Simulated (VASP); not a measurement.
# LaTlO2 (I4_1/amd) in VASP: further runs

The runs below take LaTlO2 through single point, with r2SCAN.

All numbers are computed with VASP 6.6.1; they aren't measurements. Logs are shortened: lines on timing, memory, paths and dates and some standing lists are left out, and cuts for length are marked.

## (1) The cell of the first run

The structure is tetragonal, space group I4_1/amd (No. 141). Conventional cell: a = 5.085 Å, b = 5.085 Å, c = 11.754 Å, α = 90.00°, β = 90.00°, γ = 90.00°. Tl (site symmetry -4m2) has 6 O at 2.60 to 3.49 Å and 4 La at 3.60 Å within 3.6 Å. Within 3.2 Å of O (site symmetry 2mm) lie 3 La at 2.38 to 2.60 Å and 2 Tl at 2.60 Å and 2 O at 3.13 Å. La (site symmetry -4m2) has 6 O at 2.38 to 2.60 Å within 3.1 Å.

## (2) Single point, r2SCAN

The input, POSCAR:

```
LaTlO2
1.0
   -2.5423640334      2.5423640334      5.8767682928
    2.5423640334     -2.5423640334      5.8767682928
    2.5423640334      2.5423640334     -5.8767682928
Tl O La
2 4 2
Direct
    0.7500000000      0.2500000000      0.5000000000
    0.0000000000      0.0000000000      0.0000000000
    0.4526508192     -0.0473491808      0.5000000000
    0.7026508192      0.7026508192      0.0000000000
    0.0473491808      0.5473491808      0.5000000000
    0.2973491808      0.2973491808      0.0000000000
    0.2500000000      0.7500000000      0.5000000000
    0.5000000000      0.5000000000      0.0000000000
```

The input, INCAR.step1:

```
SYSTEM = LaTlO2
ALGO = Normal ; EDIFF = 1E-4
ENCUT = 520 ; GGA = PE
ISMEAR = 0 ; LASPH = .TRUE.
LCHARG = .FALSE. ; LREAL = .FALSE.
LWAVE = .TRUE. ; NBANDS = 46
NELM = 60 ; PREC = Accurate
SIGMA = 0.01
```

The input, INCAR.step2:

```
SYSTEM = LaTlO2
ALGO = Normal ; EDIFF = 1E-6
ENCUT = 520 ; ISIF = 2
ISMEAR = 0 ; ISTART = 1
LASPH = .TRUE. ; LCHARG = .FALSE.
LMIXTAU = .TRUE. ; LREAL = .FALSE.
LWAVE = .FALSE. ; METAGGA = R2SCAN
NBANDS = 46 ; NELM = 60
PREC = Accurate ; SIGMA = 0.01
```

The input, KPOINTS:

```
k-points
0
G
  6 6 6
  0 0 0
```

Potentials or basis: VASP PAW PBE potentials, release 64 (Tl_d, O, La).

On the command line:

```sh
> cat potpaw_PBE.64/Tl_d/POTCAR potpaw_PBE.64/O/POTCAR potpaw_PBE.64/La/POTCAR > POTCAR
> cp INCAR.step1 INCAR
> mpirun -np 1 vasp_std > vasp.out
> cp INCAR.step2 INCAR
> mpirun -np 1 vasp_std > vasp.out
```

OUTCAR:

```text
SYSTEM = LaTlO2
   EDIFF = 1E-6
   ENCUT = 520
   ISIF = 2
   ISMEAR = 0
   ISTART = 1
   LASPH = .TRUE.
   LREAL = .FALSE.
   METAGGA = R2SCAN
   NELM = 60
   PREC = Accurate

 ion  position               nearest neighbor table
   1  0.750  0.250  0.500-   6 2.60   4 2.60   6 2.60   4 2.60   7 3.60   7 3.60   7 3.60   7 3.60
                             8 3.89   8 3.89   2 3.89   2 3.89   8 3.89   8 3.89   2 3.89   2 3.89
   2  0.000  0.000  0.000-   5 2.60   3 2.60   5 2.60   3 2.60   8 3.60   8 3.60   8 3.60   8 3.60
                             1 3.89   7 3.89   1 3.89   1 3.89   7 3.89   7 3.89   7 3.89   1 3.89
   3  0.453  0.953  0.500-   7 2.38   8 2.60   2 2.60   2 2.60   8 2.60
   4  0.703  0.703  0.000-   8 2.38   1 2.60   7 2.60   1 2.60   7 2.60
   5  0.047  0.547  0.500-   7 2.38   2 2.60   8 2.60   2 2.60   8 2.60
   6  0.297  0.297  0.000-   8 2.38   7 2.60   1 2.60   7 2.60   1 2.60
   7  0.250  0.750  0.500-   3 2.38   5 2.38   4 2.60   6 2.60   6 2.60   4 2.60   1 3.60   1 3.60
                             1 3.60   1 3.60   2 3.89   2 3.89   2 3.89   2 3.89
   8  0.500  0.500  0.000-   4 2.38   6 2.38   5 2.60   3 2.60   5 2.60   3 2.60   2 3.60   2 3.60
                             2 3.60   2 3.60   1 3.89   1 3.89   1 3.89   1 3.89

  LATTYP: Found a body centered tetragonal cell.
 ALAT       =     5.0847280668
 C/A-ratio  =     2.3115369064

  Lattice vectors:

 A1 = (  -2.5423640334,   2.5423640334,   5.8767682928)
 A2 = (   2.5423640334,  -2.5423640334,   5.8767682928)
 A3 = (   2.5423640334,   2.5423640334,  -5.8767682928)

Analysis of symmetry for initial positions (statically):
=====================================================================
 Subroutine PRICEL returns:
 Original cell was already a primitive cell.

 Routine SETGRP: Setting up the symmetry group for a
 body centered tetragonal supercell.

 Subroutine GETGRP returns: Found 16 space group operations
 (whereof  8 operations were pure point group operations)
 out of a pool of 16 trial point group operations.

The static configuration has the point symmetry D_2d.
 The point group associated with its full space group is D_4h.

Analysis of symmetry for dynamics (positions and initial velocities):
=====================================================================
 Subroutine PRICEL returns:
 Original cell was already a primitive cell.

 Routine SETGRP: Setting up the symmetry group for a
 body centered tetragonal supercell.

 Subroutine GETGRP returns: Found 16 space group operations
 (whereof  8 operations were pure point group operations)
 out of a pool of 16 trial point group operations.
[... 122 lines left out ...]
   POTIM  = 0.5000    time-step for ionic-motion
   TEBEG  =    0.0;   TEEND  =   0.0 temperature during run
   PSTRESS=    0.0 pullay stress
   NELECT =      72.0000    total number of electrons
   NUPDOWN=      -1.0000    fix difference up-down
   EMIN   =  10.00;   EMAX   =-10.00  energy-range for DOS
   EFERMI =   0.00;   METHOD = LEGACY
   ISMEAR =     0;   SIGMA  =   0.01  broadening in eV -4-tet -1-fermi 0-gaus
   EFERMI_NEDOS =   21; number of points for ismear=-14 and -15
   IALGO  =     38    algorithm
   IMIX   =      4    mixing-type and parameters
     AMIX     =   0.40;   BMIX     =  1.00
     AMIX_MAG =   1.60;   BMIX_MAG =  1.00
  volume/ion in A,a.u.               =      18.99       128.17
  Fermi-wavevector in a.u.,A,eV,Ry     =   1.276324  2.411903 22.163936  1.629003
  Thomas-Fermi vector in A             =   2.408987
   LORBIT       =      0    0 simple, 1 ext, 2 COOP (PROOUT), +10 PAW based schemes
   METAGGA = R2SCAN    functional components
   LHFCALC =     F    Hartree Fock is set to
   AEXX    =    0.0000 exact exchange contribution
   IVDW    =     0    specifies the selected vdW correction
   LEPSILON=     F    determine dielectric tensor
   LRPA    =     F    only Hartree local field effects (RPA)
 non-spin polarized calculation
 Gauss-broadening in eV      SIGMA  =   0.01
  energy-cutoff  :      520.00
  volume of cell :      151.94
 maximum number of plane-waves:      4118
 NGX is ok and might be reduce to    54
   NGX = 25   NGY = 25   NGZ = 25

 number of electron      71.9999996 magnetization

 Free energy of the ion-electron system (eV)
  ---------------------------------------------------
  ext. energy  EPLUGINS =         0.00000000
  ---------------------------------------------------
  free energy    TOTEN  =      -208.72441585 eV

  energy without entropy =     -208.72441585  energy(sigma->0) =     -208.72441585

 E-fermi :   6.8081     XC(G=0): -10.7812

 val. band max:        6.7045271805   @ k =   0.3333   0.3333   0.1667
 cond. band min:       7.8324174764   @ k =   0.0000   0.0000   0.0000
 fundamental gap:      1.1278902959
 Fermi energy:         6.8081226412

 k-point     1 :       0.0000    0.0000    0.0000
  band No.  band energies     occupation
      1     -26.3752      2.00000
      2     -26.2337      2.00000
      3     -12.9978      2.00000
      4     -12.2560      2.00000
      5     -11.9326      2.00000
      6     -11.8535      2.00000
[... 1165 lines left out ...]
     45      10.2125      0.00000
     46      10.2837      0.00000

 [... further k-points ...]

------------------------ aborting loop because EDIFF is reached ----------------------------------------

  FORCE on cell =-STRESS in cart. coord.  units (eV):
  Direction    XX          YY          ZZ          XY          YZ          ZX
  --------------------------------------------------------------------------------------
  -------------------------------------------------------------------------------------
  Total       -0.1279861     -0.1279861     -0.2612048      0.0000000     -0.0000000      0.0000000
  in kB       -1.3495823     -1.3495823     -2.7543406      0.0000000     -0.0000000      0.0000000
  external PRESSURE =      -1.8178350 kB  Pullay stress =       0.0000000 kB

 VOLUME and BASIS-vectors are now :
 -----------------------------------------------------------------------------
  energy-cutoff  :      520.00
  volume of cell :      151.94
      direct lattice vectors                 reciprocal lattice vectors
    -2.542364033  2.542364033  5.876768293     0.000000000  0.196667351  0.085080775
     2.542364033 -2.542364033  5.876768293     0.196667351  0.000000000  0.085080775
     2.542364033  2.542364033 -5.876768293     0.196667351  0.196667351  0.000000000

 POSITION                                       TOTAL-FORCE (eV/Angst)
 -----------------------------------------------------------------------------------
      0.00000      2.54236      2.93838        -0.000000     -0.000000      0.000000
      0.00000      0.00000      0.00000        -0.000000     -0.000000      0.000000
      2.54236      0.00000      5.32025         0.000000     -0.000000     -0.013656
      0.00000      0.00000      8.25863        -0.000000      0.000000     -0.013656
      2.54236      0.00000      0.55652         0.000000     -0.000000      0.013656
      0.00000      0.00000      3.49490        -0.000000      0.000000      0.013656
      2.54236      0.00000      2.93838        -0.000000     -0.000000      0.000000
      0.00000      0.00000      5.87677        -0.000000     -0.000000      0.000000
 -----------------------------------------------------------------------------------
    total drift:                                0.000000     -0.000000      0.000000

  FREE ENERGIE OF THE ION-ELECTRON SYSTEM (eV)
  ---------------------------------------------------
  free  energy   TOTEN  =      -208.7244158545 eV

  energy  without entropy=     -208.7244158545  energy(sigma->0) =     -208.72441585
```

OUTCAR.step1:

```text
SYSTEM = LaTlO2
   EDIFF = 1E-4
   ENCUT = 520
   GGA = PE
   ISMEAR = 0
[... 1428 lines left out ...]
      2.54236      0.00000      0.55652         0.000000     -0.000000      0.021401
      0.00000      0.00000      3.49490        -0.000000      0.000000      0.021401
      2.54236      0.00000      2.93838        -0.000000     -0.000000     -0.000000
      0.00000      0.00000      5.87677        -0.000000     -0.000000     -0.000000
 -----------------------------------------------------------------------------------
    total drift:                                0.000000     -0.000000      0.000000

  FREE ENERGIE OF THE ION-ELECTRON SYSTEM (eV)
  ---------------------------------------------------
  free  energy   TOTEN  =       -51.4672873620 eV

  energy  without entropy=      -51.4672873620  energy(sigma->0) =      -51.46728736
```

OSZICAR.step1:

```text
N       E                     dE             d eps       ncg     rms          rms(c)
DAV:   1     0.928961717045E+03    0.92896E+03   -0.29841E+04  2882   0.227E+03
DAV:   2     0.202578279957E+03   -0.72638E+03   -0.65532E+03  3022   0.454E+02
DAV:   3    -0.163293680979E+02   -0.21891E+03   -0.20960E+03  3836   0.230E+02
DAV:   4    -0.586567598857E+02   -0.42327E+02   -0.39677E+02  4730   0.939E+01
DAV:   5    -0.613744441978E+02   -0.27177E+01   -0.27112E+01  4632   0.245E+01    0.181E+01
DAV:   6    -0.517236472210E+02    0.96508E+01   -0.80847E+01  3952   0.407E+01    0.112E+01
DAV:   7    -0.516171046871E+02    0.10654E+00   -0.12518E+01  4968   0.253E+01    0.525E+00
DAV:   8    -0.515417052004E+02    0.75399E-01   -0.26067E+00  4424   0.864E+00    0.196E+00
DAV:   9    -0.514607829992E+02    0.80922E-01   -0.79763E-01  4696   0.447E+00    0.495E-01
DAV:  10    -0.514666775308E+02   -0.58945E-02   -0.10044E-01  4488   0.153E+00    0.231E-01
DAV:  11    -0.514669042950E+02   -0.22676E-03   -0.11824E-02  4984   0.631E-01    0.114E-01
DAV:  12    -0.514672198425E+02   -0.31555E-03   -0.17558E-03  4264   0.219E-01    0.367E-02
DAV:  13    -0.514672873620E+02   -0.67519E-04   -0.40712E-04  3240   0.102E-01
   1 F= -.51467287E+02 E0= -.51467287E+02  d E =-.109702E-12
```

Run time: 21 min. Hardware: 1 thread of Intel Xeon 6975P-C (Granite Rapids), shared host; peak memory 0.55 GiB.

Results:

* Free energy: -208.7244 eV
* Pressure: -0.2 GPa
* Largest force: 0.014 eV/Å
* Band gap on the k mesh: 1.13 eV (least direct gap 1.56 eV)

Forces in eV/Å, atoms in the order of the input:
```
Tl   0.000  0.000  0.000
Tl   0.000  0.000  0.000
O    0.000  0.000 -0.014
O    0.000  0.000 -0.014
O    0.000  0.000  0.014
O    0.000  0.000  0.014
La   0.000  0.000  0.000
La   0.000  0.000  0.000
```

Levels at points of the mesh, in eV from the valence-band top:
```tsv
k point	band 32	band 33	band 34	band 35	band 36	band 37	band 38	band 39	band 40	band 41
(0.00, 0.00, 0.00)	-3.05	-2.98	-2.53	-2.41	-2.41	1.13	2.52	3.14	3.14	3.16
(0.50, 0.00, 0.00)	-2.48	-2.47	-2.34	-1.23	-1.08	1.33	2.24	2.52	3.18	3.35
(0.50, 0.50, 0.00)	-3.06	-2.37	-2.37	-0.02	-0.02	1.69	1.69	2.95	2.95	3.13
(0.50, 0.50, 0.50)	-3.32	-2.35	-2.35	-2.03	-2.03	2.87	2.87	2.90	2.90	2.96
```

Caveat: the PAW data sets were made with another functional, which shifts forces and pressure a little; spin-orbit coupling is left out, which moves the levels of the heavy elements.

## (3) Single point, r2SCAN (19.56 Å³/atom)

This run uses another cell than the first one, of 19.56 Å³/atom.

Changes to POSCAR since step 2:

```diff
@@ -2,5 +2,5 @@
 1.0
-   -2.5423640334      2.5423640334      5.8767682928
-    2.5423640334     -2.5423640334      5.8767682928
-    2.5423640334      2.5423640334     -5.8767682928
+   -2.5675375917      2.5675375917      5.9349579018
+    2.5675375917     -2.5675375917      5.9349579018
+    2.5675375917      2.5675375917     -5.9349579018
 Tl O La
```

The input, INCAR.step1:

```
PREC = Accurate
ENCUT = 520
ISMEAR = 0
SIGMA = 0.01
LREAL = F
LASPH = T
NELM = 100
NBANDS = 46
GGA = PE
ALGO = Normal
EDIFF = 1E-4
LWAVE = T
LCHARG = F
```

The input, INCAR.step2:

```
PREC = Accurate
ENCUT = 520
EDIFF = 1E-7
ISMEAR = 0
SIGMA = 0.01
LREAL = F
LASPH = T
NELM = 100
ALGO = Normal
ISIF = 2
LWAVE = F
LCHARG = F
METAGGA = R2SCAN
LMIXTAU = T
NBANDS = 46
ISTART = 1
```

The input, KPOINTS:

```
Automatic mesh
0
Gamma
  6 6 6
```

Potentials or basis: VASP PAW PBE potentials, release 64 (Tl_d, O, La).

On the command line:

```sh
> cat potpaw_PBE.64/Tl_d/POTCAR potpaw_PBE.64/O/POTCAR potpaw_PBE.64/La/POTCAR > POTCAR
> cp INCAR.step1 INCAR
> mpirun -np 1 vasp_std > vasp.out
> cp INCAR.step2 INCAR
> mpirun -np 1 vasp_std > vasp.out
```

Wall time 28 min (1 thread of Intel Xeon 6975P-C (Granite Rapids), shared host); peak memory 0.57 GiB.

Results (log left out):

| Quantity | Value |
| --- | --- |
| Free energy | -208.6848 eV |
| Pressure | -2.8 GPa |
| Largest force | 0.116 eV/Å |
| Band gap on the k mesh | 1.21 eV (least direct gap 1.62 eV) |

Forces on the atoms (eV/Å):
```
Tl   0.000  0.000  0.000
Tl   0.000  0.000  0.000
O    0.000  0.000 -0.116
O    0.000  0.000 -0.116
O    0.000  0.000  0.116
O    0.000  0.000  0.116
La   0.000  0.000  0.000
La   0.000  0.000  0.000
```

Stress tensor (GPa, compression positive):
```
-2.65  0.00  0.00
 0.00 -2.65  0.00
 0.00  0.00 -3.15
```

Levels at points of the mesh, in eV from the valence-band top:
```
           k point  band 32  band 33  band 34  band 35  band 36  band 37  band 38  band 39  band 40  band 41
(0.00, 0.00, 0.00)    -2.94    -2.86    -2.39    -2.29    -2.29     1.21     2.56     3.12     3.12     3.13
(0.50, 0.00, 0.00)    -2.37    -2.34    -2.22    -1.18    -1.03     1.39     2.29     2.51     3.16     3.31
(0.50, 0.50, 0.00)    -2.90    -2.25    -2.25    -0.02    -0.02     1.74     1.74     2.94     2.94     3.11
(0.50, 0.50, 0.50)    -3.20    -2.22    -2.22    -1.95    -1.95     2.87     2.87     2.91     2.91     2.96
```

Caveat: the PAW data sets were made with another functional, which shifts forces and pressure a little; spin-orbit coupling is left out, which moves the levels of the heavy elements.
